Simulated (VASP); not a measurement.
A run of VASP 6.6.1 is set up as follows.

INCAR

```
SYSTEM = H6Os
PREC = Accurate
ENCUT = 500
EDIFF = 1E-6
ISMEAR = 0
SIGMA = 0.1
LREAL = .False.
LASPH = .True.
NELM = 120
ALGO = Normal
ISIF = 2
LWAVE = .False.
LCHARG = .False.
GGA = PE
NBANDS = 20
GGA_COMPAT = .False.
```

Contents of KPOINTS:

```
Automatic mesh
0
Gamma
  10 10 14
  0 0 0
```

The input POSCAR:

```
H6Os
1.0
    3.8120215219      0.0000000000      0.0000000000
    0.0000000000      3.8120215219      0.0000000000
    0.0000000000      0.0000000000      2.5710653614
H Os
6 1
Direct
    0.3238301700      0.3238301700      0.5000000000
    0.6761698300      0.6761698300      0.5000000000
    0.6761698300      0.3238301700      0.5000000000
    0.3238301700      0.6761698300      0.5000000000
    0.0000000000      0.5000000000      0.0000000000
    0.5000000000      0.0000000000      0.0000000000
    0.0000000000      0.0000000000      0.5000000000
```

Potentials or basis: VASP PAW PBE potentials, release 64 (H, Os_sv_GW).

Command:

```console
$ cat potpaw_PBE.64/H/POTCAR potpaw_PBE.64/Os_sv_GW/POTCAR > POTCAR
$ mpirun -np 1 vasp_std > vasp.out
```

(1) Estimate the pressure.

(2) Predict the band gap on the k mesh.

Results:

(1) -1.4 GPa.

(2) zero (bands 11 and 12 overlap by 1.74 eV).

Caveat: spin-orbit coupling is left out, which moves the levels of the heavy elements.
